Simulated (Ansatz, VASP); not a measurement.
## Two plane-wave programs on Cu

Contents of INCAR:

```
ALGO = Normal
EDIFF = 1E-7
ENCUT = 520
GGA = CA
ISIF = 2
ISMEAR = -1
LASPH = True
LCHARG = False
LREAL = False
LWAVE = False
NBANDS = 30
NELM = 60
PREC = Accurate
SIGMA = 0.1
```

The input KPOINTS:

```
k-points
0
Gamma
  19 19 5
```

Contents of POSCAR:

```
Cu
1.0
    2.5527731734      0.0000000000      0.0000000000
   -1.2763865867      2.2107664182      0.0000000000
    0.0000000000      0.0000000000      8.3405543745
Cu
4
Direct
    0.0000000000      1.0000000000      1.0000000000
    1.0000000000      1.0000000000      0.5000000000
    0.3333333333      0.6666666667      0.2500000000
    0.6666666667      0.3333333333      0.7500000000
```

Input for Ansatz:

```yaml
crystal:
  lattice:
    - [2.5527731734, 0.0, 0.0]
    - [-1.2763865867, 2.2107664182, 0.0]
    - [0.0, 0.0, 8.3405543745]
  atoms:
    - { symbol: Cu, position: [0.0, 1.0, 1.0] }
    - { symbol: Cu, position: [1.0, 1.0, 0.5] }
    - { symbol: Cu, position: [0.3333333333, 0.6666666667, 0.25] }
    - { symbol: Cu, position: [0.6666666667, 0.3333333333, 0.75] }
hamiltonian:
  xc: lda
  pseudopotentials:
    kind: paw
    azcp:
      Cu: "pseudopotentials/Cu.paw.azcp"
basis:
  ecutwfc: 420
  fft_grid_basis: typed
kpoints:
  mp_grid: { grid: [19, 19, 5], shift: [0, 0, 0] }
magnetization:
  spin_polarized: false
scf:
  occupations: { method: fermi_dirac, width: 0.1 }
output:
  stress: true
  write_density: true
  write_potential: true
  elf: true
  volumetric_format: npy
```

Alike in both runs: task single point; functional LDA; k mesh 19 × 19 × 5; occupations fermi-dirac, width 0.1 eV; no spin polarisation.

|  | VASP | Ansatz |
| --- | --- | --- |
| version | VASP 6.6.1 | Ansatz 0.2.0 |
| potentials or method | VASP PAW LDA potentials, release 64 (Cu), cutoff 520 eV | plane waves (420 eV) with PAW, scalar-relativistic |
| valence electrons in the cell | 44 | 76 |

```tsv
	VASP	Ansatz	Ansatz less VASP
pressure (GPa)	-11.2	-12.0	-0.83
traceless stress, the component that is largest in VASP (GPa)	0.53	0.53	+0.007
```

Ansatz warns that its potentials were made for another functional, while VASP's fit it. LDA's correlation is that of Perdew and Zunger in VASP and of Perdew and Wang (1992) in Ansatz. VASP's potentials hold 44 valence electrons a cell and Ansatz's 76, so a difference there can come from the potentials and not from the codes.
